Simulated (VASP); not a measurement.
# BaTe (P6_3mc) in VASP: relaxation of cell and atoms with PBE

Aim: the relaxation of cell and atoms of BaTe with PBE.

Program: VASP 6.6.1. These are calculated values, not measurements. Logs are shortened: lines on timing, memory, paths and dates and some standing lists are left out, and cuts for length are marked.

### 1 The cell of the first run

It takes space group P6_3mc (No. 186, hexagonal). Conventional cell: a = 5.423 Å, b = 5.423 Å, c = 8.817 Å, α = 90.00°, β = 90.00°, γ = 120.00°. Within 4.4 Å of Ba (site symmetry 3m) lie 4 Te at 3.31 to 3.32 Å. Te (site symmetry 3m) has 4 Ba at 3.31 to 3.32 Å within 4.4 Å.

### 2 Relaxation of cell and atoms, PBE

File INCAR:

```
PREC = Accurate
ENCUT = 600
EDIFF = 1E-7
ISMEAR = 0
SIGMA = 0.02
LREAL = F
LASPH = T
NELM = 80
ALGO = Normal
ISIF = 3
LWAVE = F
LCHARG = F
GGA = PE
IBRION = 2
NSW = 80
EDIFFG = -0.01
```

File KPOINTS:

```
Automatic mesh
0
Gamma
  6 6 4
```

File POSCAR:

```
BaTe
1.0
    5.4225542475      0.0000000000      0.0000000000
   -2.7112771237      4.6960697317      0.0000000000
    0.0000000000      0.0000000000      8.8172181969
Ba Te
2 2
Direct
    0.3333333333      0.6666666667      0.9967051485
    0.6666666667      0.3333333333      0.4967051485
    0.3333333333      0.6666666667      0.3732948515
    0.6666666667      0.3333333333      0.8732948515
```

Potentials or basis: VASP PAW PBE potentials, release 64 (Ba_sv, Te).

Launch:

```
cat potpaw_PBE.64/Ba_sv/POTCAR potpaw_PBE.64/Te/POTCAR > POTCAR
mpirun -np 1 vasp_std > vasp.out
```

OUTCAR:

```text
PREC = Accurate
   ENCUT = 600
   EDIFF = 1E-7
   ISMEAR = 0
   LREAL = F
   LASPH = T
   NELM = 80
   ISIF = 3
   GGA = PE
   IBRION = 2
   NSW = 80
   EDIFFG = -0.01

 ion  position               nearest neighbor table
   1  0.333  0.667  0.997-   4 3.31   4 3.31   4 3.31   3 3.32
   2  0.667  0.333  0.497-   3 3.31   3 3.31   3 3.31   4 3.32
   3  0.333  0.667  0.373-   2 3.31   2 3.31   2 3.31   1 3.32
   4  0.667  0.333  0.873-   1 3.31   1 3.31   1 3.31   2 3.32

  LATTYP: Found a hexagonal cell.
 ALAT       =     5.4225542475
 C/A-ratio  =     1.6260267384

  Lattice vectors:

 A1 = (   5.4225542475,   0.0000000000,   0.0000000000)
 A2 = (  -2.7112771237,   4.6960697317,   0.0000000000)
 A3 = (   0.0000000000,   0.0000000000,   8.8172181969)

Analysis of symmetry for initial positions (statically):
=====================================================================
 Subroutine PRICEL returns:
 Original cell was already a primitive cell.

 Routine SETGRP: Setting up the symmetry group for a
 hexagonal supercell.

 Subroutine GETGRP returns: Found 12 space group operations
 (whereof  6 operations were pure point group operations)
 out of a pool of 24 trial point group operations.

The static configuration has the point symmetry C_3v.
 The point group associated with its full space group is C_6v.

Analysis of symmetry for dynamics (positions and initial velocities):
=====================================================================
 Subroutine PRICEL returns:
 Original cell was already a primitive cell.

 Routine SETGRP: Setting up the symmetry group for a
 hexagonal supercell.

 Subroutine GETGRP returns: Found 12 space group operations
 (whereof  6 operations were pure point group operations)
 out of a pool of 24 trial point group operations.

The dynamic configuration has the point symmetry C_3v.
 The point group associated with its full space group is C_6v.

 Subroutine INISYM returns: Found 12 space group operations
 (whereof  6 operations are pure point group operations),
 and found     1 'primitive' translations

----------------------------------------------------------------------------------------

                                     Primitive cell

  volume of cell :     224.5278

  direct lattice vectors                    reciprocal lattice vectors
     5.422554247  0.000000000  0.000000000     0.184414937  0.106472014  0.000000000
    -2.711277124  4.696069732  0.000000000     0.000000000  0.212944027  0.000000000
     0.000000000  0.000000000  8.817218197     0.000000000  0.000000000  0.113414455

  length of vectors
     5.422554247  5.422554247  8.817218197     0.212944027  0.212944027  0.113414455

  position of ions in fractional coordinates (direct lattice)
     0.333333333  0.666666667  0.996705148
     0.666666667  0.333333333  0.496705148
     0.333333333  0.666666667  0.373294851
     0.666666667  0.333333333  0.873294851

  ion indices of the primitive-cell ions
   primitive index   ion index
                 1           1
                 2           2
                 3           3
                 4           4

----------------------------------------------------------------------------------------

 KPOINTS: Automatic mesh

Automatic generation of k-mesh.
 Grid dimensions read from file:
 generate k-points for:    6    6    4

 Generating k-lattice:

  Cartesian coordinates                     Fractional coordinates (reciprocal lattice)
     0.030735823  0.017745336  0.000000000     0.166666667 -0.000000000  0.000000000
     0.000000000  0.035490671  0.000000000     0.000000000  0.166666667  0.000000000
     0.000000000  0.000000000  0.028353614     0.000000000  0.000000000  0.250000000

  Length of vectors
     0.035490671  0.035490671  0.028353614

  Shift w.r.t. Gamma in fractional coordinates (k-lattice)
     0.000000000  0.000000000  0.000000000

 Subroutine IBZKPT returns following result:
 ===========================================

 Found     21 irreducible k-points:

 Following reciprocal coordinates:
            Coordinates               Weight
  0.000000  0.000000  0.000000      1.000000
  0.166667  0.000000  0.000000      6.000000
  0.333333  0.000000  0.000000      6.000000
  0.500000  0.000000  0.000000      3.000000
  0.166667  0.166667  0.000000      6.000000
  0.333333  0.166667  0.000000     12.000000
[... 13 lines left out ...]
  0.333333  0.166667  0.500000     12.000000
  0.333333  0.333333  0.500000      2.000000
   k-points           NKPTS =     21   k-points in BZ     NKDIM =     21   number of bands    NBANDS=     20
   number of dos      NEDOS =    301   number of ions     NIONS =      4
   total plane-waves  NPLWV = 161280
   dimension x,y,z NGX =    48 NGY =   48 NGZ =   70
   dimension x,y,z NGXF=    96 NGYF=   96 NGZF=  140
   ions per type =               2   2
   NGX,Y,Z   is equivalent  to a cutoff of  14.72, 14.72, 13.20 a.u.
   NGXF,Y,Z  is equivalent  to a cutoff of  29.43, 29.43, 26.40 a.u.
 SYSTEM =  unknown system
   PREC   = accura    normal or accurate (medium, high low for compatibility)
   ISTART =      0    job   : 0-new  1-cont  2-samecut
   ICHARG =      2    charge: 1-file 2-atom 10-const
   ISPIN  =      1    spin polarized calculation?
   LNONCOLLINEAR =      F non collinear calculations
   LSORBIT =      F    spin-orbit coupling
   LASPH  =      T    aspherical Exc in radial PAW
   ENCUT  =  600.0 eV  44.10 Ry    6.64 a.u.  10.83 10.83 17.61*2*pi/ulx,y,z
   NELM   =     80;   NELMIN=  2; NELMDL= -5     # of ELM steps
   EDIFF  = 0.1E-06   stopping-criterion for ELM
   LREAL  =      F    real-space projection
   EDIFFG = -.1E-01   stopping-criterion for IOM
   NSW    =     80    number of steps for IOM
   IBRION =      2    ionic relax: 0-MD 1-quasi-New 2-CG
   NFREE  =      1    steps in history (QN), initial steepest desc. (CG)
   ISIF   =      3    stress and relaxation
   ISYM   =      2    0-nonsym 1-usesym 2-fastsym
   POTIM  = 0.5000    time-step for ionic-motion
   TEBEG  =    0.0;   TEEND  =   0.0 temperature during run
   PSTRESS=    0.0 pullay stress
   NELECT =      32.0000    total number of electrons
   NUPDOWN=      -1.0000    fix difference up-down
   EMIN   =  10.00;   EMAX   =-10.00  energy-range for DOS
   EFERMI =   0.00;   METHOD = LEGACY
   ISMEAR =     0;   SIGMA  =   0.02  broadening in eV -4-tet -1-fermi 0-gaus
   EFERMI_NEDOS =   21; number of points for ismear=-14 and -15
   IALGO  =     38    algorithm
   IMIX   =      4    mixing-type and parameters
     AMIX     =   0.40;   BMIX     =  1.00
     AMIX_MAG =   1.60;   BMIX_MAG =  1.00
  volume/ion in A,a.u.               =      56.13       378.80
  Fermi-wavevector in a.u.,A,eV,Ry     =   0.855135  1.615971  9.949346  0.731256
  Thomas-Fermi vector in A             =   1.971838
   LORBIT       =      0    0 simple, 1 ext, 2 COOP (PROOUT), +10 PAW based schemes
   GGA     = PE    functional components
   LHFCALC =     F    Hartree Fock is set to
   AEXX    =    0.0000 exact exchange contribution
   IVDW    =     0    specifies the selected vdW correction
   LEPSILON=     F    determine dielectric tensor
   LRPA    =     F    only Hartree local field effects (RPA)
 conjugate gradient relaxation of ions
 non-spin polarized calculation
 Gauss-broadening in eV      SIGMA  =   0.02
  energy-cutoff  :      600.00
  volume of cell :      224.53
 maximum number of plane-waves:      7520
 NGX is ok and might be reduce to    48
   NGX = 21   NGY = 21   NGZ = 35

--------------------------------------- Ionic step        1  -------------------------------------------

 number of electron      32.0000000 magnetization

 Free energy of the ion-electron system (eV)
  ---------------------------------------------------
  ext. energy  EPLUGINS =         0.00000000
  ---------------------------------------------------
  free energy    TOTEN  =       -16.17035968 eV

  energy without entropy =      -16.17035968  energy(sigma->0) =      -16.17035968

------------------------ aborting loop because EDIFF is reached ----------------------------------------

  FORCE on cell =-STRESS in cart. coord.  units (eV):
  Direction    XX          YY          ZZ          XY          YZ          ZX
  --------------------------------------------------------------------------------------
  -------------------------------------------------------------------------------------
  Total        2.4902336      2.4902336      1.7456990      0.0000000      0.0000000      0.0000000
  in kB       17.7697223     17.7697223     12.4568983      0.0000000      0.0000000      0.0000000
  external PRESSURE =      15.9987810 kB  Pullay stress =       0.0000000 kB
[... 95 lines left out ...]
  FREE ENERGIE OF THE ION-ELECTRON SYSTEM (eV)
  ---------------------------------------------------
  free  energy   TOTEN  =       -16.2549692780 eV

  energy  without entropy=      -16.2549692780  energy(sigma->0) =      -16.25496928

[... ionic steps 4 to 32 ...]

--------------------------------------- Ionic step       33  -------------------------------------------

 number of electron      32.0000000 magnetization

------------------------ aborting loop because EDIFF is reached ----------------------------------------

  FORCE on cell =-STRESS in cart. coord.  units (eV):
  Direction    XX          YY          ZZ          XY          YZ          ZX
  --------------------------------------------------------------------------------------
  -------------------------------------------------------------------------------------
  Total       -0.0672999     -0.0672999      0.1479285     -0.0000000      0.0000000      0.0000000
  in kB       -0.4930110     -0.4930110      1.0836630     -0.0000000      0.0000000      0.0000000
  external PRESSURE =       0.0325470 kB  Pullay stress =       0.0000000 kB
[... 61 lines left out ...]
  energy  without entropy=      -16.7790279317  energy(sigma->0) =      -16.77902793

--------------------------------------- Ionic step       35  -------------------------------------------

 number of electron      32.0000000 magnetization

 Free energy of the ion-electron system (eV)
  ---------------------------------------------------
  ext. energy  EPLUGINS =         0.00000000
  ---------------------------------------------------
  free energy    TOTEN  =       -16.77915948 eV

  energy without entropy =      -16.77915948  energy(sigma->0) =      -16.77915948

 E-fermi :   1.0944     XC(G=0):  -7.0412

 val. band max:        0.9631875197   @ k =   0.0000   0.0000   0.0000
 cond. band min:       2.8680212928   @ k =   0.3333   0.3333   0.0000
 fundamental gap:      1.9048337731
 Fermi energy:         1.0944475939

 k-point     1 :       0.0000    0.0000    0.0000
  band No.  band energies     occupation
      1     -26.3300      2.00000
      2     -26.3165      2.00000
      3     -11.6145      2.00000
      4     -11.5769      2.00000
      5     -11.5769      2.00000
      6     -11.5144      2.00000
[... 12 lines left out ...]
     19       3.7042      0.00000
[... 490 lines left out ...]
  FREE ENERGIE OF THE ION-ELECTRON SYSTEM (eV)
  ---------------------------------------------------
  free  energy   TOTEN  =       -16.7791594832 eV

  energy  without entropy=      -16.7791594832  energy(sigma->0) =      -16.77915948

 reached required accuracy - stopping structural energy minimisation
```

Run time: 1.5 h. Hardware: 1 thread of AMD EPYC 7R13, shared host; peak memory 0.47 GiB.

Results:

```yaml
Free_energy: -16.7792 eV
Relaxed_volume: 54.67 Å³/atom
Relaxed_cell: a = 5.995 Å, b = 5.995 Å, c = 7.026 Å, α = 90.00°, β = 90.00°, γ = 120.00°
Space_group_after_relaxing_to_0.1_Å: P6_3/mmc (No. 194)
Energy_gained_by_relaxing: 152.2 meV/atom
Ionic_steps: 35
Pressure_after_relaxing: 0.0 GPa
Largest_force_after_relaxing: 0.004 eV/Å
Band_gap_on_the_k_mesh: 1.90 eV (least direct gap 2.18 eV)
```

Forces on the atoms (eV/Å):
```
Ba   0.000  0.000  0.004
Ba   0.000  0.000  0.004
Te   0.000  0.000 -0.004
Te   0.000  0.000 -0.004
```

Step by step:
```csv
step,energy change (eV),largest force (eV/Å),pressure (GPa),volume (Å³)
1,0.0000,0.0452,1.60,224.53
2,-0.0843,0.0766,-0.11,243.23
3,-0.0846,0.0757,-0.02,242.12
4,-0.0869,0.0838,-0.02,242.05
5,-0.0932,0.1106,-0.02,241.81
6,-0.1036,0.1744,-0.01,241.22
7,-0.1168,0.3445,-0.02,239.63
8,-0.1101,0.8737,0.08,234.79
9,-0.1103,0.8746,0.08,234.78
10,-0.1110,0.8776,0.07,234.76
11,-0.1124,0.8833,0.07,234.73
12,-0.1151,0.8950,0.05,234.66
13,-0.1205,0.9195,0.03,234.52
14,-0.1312,0.9689,-0.01,234.19
15,-0.1495,1.0717,-0.04,233.37
16,-0.1421,1.2535,0.21,231.10
17,-0.1511,1.1977,0.05,232.16
18,-0.1794,1.1581,0.01,231.94
19,-0.2296,0.9997,0.04,231.12
20,-0.2288,0.9023,0.14,230.72
21,-0.2811,0.7943,-0.02,230.82
22,-0.4044,0.5214,-0.41,231.10
23,-0.5338,0.1621,-0.91,231.52
24,-0.5287,0.0979,-1.11,231.81
25,-0.5593,0.0381,-1.12,231.77
26,-0.5608,0.0034,-1.09,231.71
27,-0.5851,0.0082,-0.79,227.67
28,-0.6077,0.0333,-0.13,220.01
29,-0.6081,0.0376,-0.02,218.81
30,-0.6081,0.0367,-0.04,219.06
31,-0.6082,0.0331,-0.04,219.03
32,-0.6086,0.0219,-0.02,218.92
33,-0.6086,0.0015,0.00,218.71
34,-0.6087,0.0096,-0.01,218.81
35,-0.6088,0.0042,0.00,218.67
```

Final structure:
```cif
data_structure
_symmetry_space_group_name_H-M 'P 1'
_symmetry_Int_Tables_number 1
_cell_length_a 5.9949
_cell_length_b 5.9949
_cell_length_c 7.0255
_cell_angle_alpha 90.000
_cell_angle_beta 90.000
_cell_angle_gamma 120.000
_cell_volume 218.67
loop_
_atom_site_label
_atom_site_type_symbol
_atom_site_fract_x
_atom_site_fract_y
_atom_site_fract_z
_atom_site_occupancy
Ba1 Ba 0.33333 0.66667 0.93486 1
Ba2 Ba 0.66667 0.33333 0.43486 1
Te1 Te 0.33333 0.66667 0.43514 1
Te2 Te 0.66667 0.33333 0.93514 1
```

Caveat: a cell axis changed by over 15 % at a fixed basis, so the end point is rough; spin-orbit coupling is left out, which moves the levels of the heavy elements.
